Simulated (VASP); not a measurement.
Input of a VASP 6.6.1 run:

POSCAR

```
MoS2
1.0
    1.6076976323      0.9282046608      6.2738118655
   -1.6076976323      0.9282046608      6.2738118655
    0.0000000000     -1.8564093216      6.2738118655
Mo S
1 2
Direct
    0.0000000000      0.0000000000      0.0000000000
    0.7492992937      0.7492992937      0.7492992937
    0.2507007063      0.2507007063      0.2507007063
```

INCAR.step1

```
PREC = Accurate ; ENCUT = 520
ISMEAR = 1 ; SIGMA = 0.15
LREAL = False ; LASPH = True
NELM = 80 ; NBANDS = 20
GGA = PE ; ALGO = Normal
EDIFF = 1E-4 ; LWAVE = True
LCHARG = False
```

File INCAR.step2:

```
PREC = Accurate ; ENCUT = 520
EDIFF = 1E-7 ; ISMEAR = 1
SIGMA = 0.15 ; LREAL = False
LASPH = True ; NELM = 80
ALGO = Normal ; ISIF = 2
LWAVE = False ; LCHARG = False
METAGGA = R2SCAN ; LMIXTAU = True
NBANDS = 20 ; ISTART = 1
```

KPOINTS

```
Automatic mesh
0
Gamma
  12 12 12
```

Potentials or basis: VASP PAW PBE potentials, release 64 (Mo_sv, S).

Launch:

```console
$ cat potpaw_PBE.64/Mo_sv/POTCAR potpaw_PBE.64/S/POTCAR > POTCAR
$ cp INCAR.step1 INCAR
$ mpirun -np 1 vasp_std > vasp.out
$ cp INCAR.step2 INCAR
$ mpirun -np 1 vasp_std > vasp.out
```

**Question.** Predict the band gap on the k mesh.

**Answer.** Zero (bands 13 and 14 overlap by 0.94 eV).

**Question.** Predict the pressure.

**Answer.** 0.0 GPa.

Forces on the atoms (eV/Å):
```
Mo   0.000  0.000  0.000
S    0.000  0.000  0.002
S    0.000  0.000 -0.002
```

Caveat: the PAW data sets were made with another functional, which shifts forces and pressure a little.
